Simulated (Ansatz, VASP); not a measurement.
One calculation of KBr, two programs

```xyz
2
Lattice="0.0000 3.3024 3.3024 3.3024 0.0000 3.3024 3.3024 3.3024 0.0000" Properties=species:S:1:pos:R:3 pbc="T T T"
K     0.0000    0.0000    0.0000
Br    3.3024    3.3024    3.3024
```

Alike in both runs: task single point; functional PBE-based screened hybrid; k mesh 4 × 4 × 4; no spin polarisation.

|  | VASP | Ansatz |
| --- | --- | --- |
| version | VASP 6.6.1 | Ansatz 0.2.0 |
| potentials or method | VASP PAW PBE potentials, release 64 (K_sv, Br) | plane waves |
| plane-wave cutoff (eV) | 520 | 420 |
| occupations | gaussian, width 0.01 eV | fixed |
| valence electrons in the cell | 16 | 16 |

Ansatz gave:

```
gap on the k mesh at the Fermi level (eV) : 4.73
pressure (GPa)                            : 0.6
```

Q: Estimate VASP's values.

A: gap on the k mesh at the Fermi level (eV): 4.73; pressure (GPa): 0.7.

VASP's potentials were made for PBE, not for PBE-based screened hybrid. Ansatz's warnings: stress exchange threshold loose, stress scf threshold loose.
